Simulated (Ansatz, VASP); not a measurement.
## Two plane-wave programs on Be2Te

```xyz
3
Lattice="1.8802 1.0855 4.1299 -1.8802 1.0855 4.1299 0.0000 -2.1710 4.1299" Properties=species:S:1:pos:R:3 pbc="T T T"
Be    0.0000    0.0000    9.8173
Be    0.0000    0.0000    6.7809
Te    0.0000    0.0000   -0.0792
```

Alike in both runs: functional PBE; k mesh 6 × 6 × 6; occupations gaussian, width 0.1 eV; no spin polarisation.

Ansatz relaxed the structure, and its values are those at the end. VASP's run is a single point on that final structure, the one shown.

```csv
,VASP,Ansatz
version,VASP 6.6.1,Ansatz 0.2.0
potentials or method,"VASP PAW PBE potentials, release 64 (Be, Te), cutoff 600 eV","scalar-relativistic, plane waves, PAW"
valence electrons in the cell,10,20
```

VASP gave:

- gap on the k mesh at the Fermi level (eV): none
- pressure (GPa): 0.1
- rms of the force components (eV/Å): 0.010

Problem. What did Ansatz give for the same quantities?

Solution. gap on the k mesh at the Fermi level (eV): none; pressure (GPa): 0.0; rms of the force components (eV/Å): 0.003.

A gap of «none» marks a metal or a gap that the smearing closes. With one functional, cell and mesh, what is left measures potentials, basis and numerics. VASP's potentials hold 10 valence electrons a cell and Ansatz's 20, so a difference there can come from the potentials and not from the codes.

Neither program's run includes spin-orbit coupling.
